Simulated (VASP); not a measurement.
Runs of VASP 6.6.1 on CaSe. The structure is that of space group I-4m2 (No. 119), or close to it. The cells are those of the table. 

```csv
cell,gap on the mesh (eV),pressure (GPa)
"a = 5.092, b = 5.092, c = 4.158 Å, angles 65.9, 65.9, 48.2°, 2 atoms",1.41,-4.5
"a = 4.959, b = 4.959, c = 4.276 Å, angles 64.5, 64.5, 51.1°, 2 atoms",1.99,-3.7
"a = 4.572, b = 4.572, c = 4.927 Å, angles 57.4, 57.4, 65.2°, 2 atoms",(b),-3.1
"a = 4.547, b = 4.547, c = 5.070 Å, angles 56.1, 56.1, 67.8°, 2 atoms",2.51,-3.7
"a = 4.544, b = 4.544, c = 5.388 Å, angles 53.6, 53.6, 72.7°, 2 atoms",2.00,-5.6
"a = 4.537, b = 4.537, c = 5.239 Å, angles 54.7, 54.7, 70.5°, 2 atoms",2.26,-4.7
"a = 4.637, b = 4.637, c = 4.731 Å, angles 59.3, 59.3, 61.3°, 2 atoms",2.85,-2.6
"a = 4.752, b = 4.752, c = 4.521 Å, angles 61.6, 61.6, 56.8°, 2 atoms",2.70,-2.7
"a = 4.610, b = 4.610, c = 4.798 Å, angles 58.6, 58.6, 62.7°, 2 atoms",2.78,-2.7
"a = 5.197, b = 5.197, c = 4.077 Å, angles 66.9, 66.9, 46.2°, 2 atoms",0.91,(a)
"a = 4.851, b = 4.851, c = 4.392 Å, angles 63.1, 63.1, 53.8°, 2 atoms",2.40,-3.2
```

Alike in all rows: task single point; level LDA; potentials or basis VASP PAW LDA potentials, release 64 (Ca_sv, Se); no spin polarisation; k mesh 8 × 8 × 8; cutoff (eV) 520; smearing gaussian 0.05 eV.

Problem. Fill in the values left out.

Solution. (a) -5.0; (b) 2.67.

Caveats: the cell stands under tension (at least some runs).

A k mesh can miss the band edges, and the runs leave out spin-orbit coupling on Se.
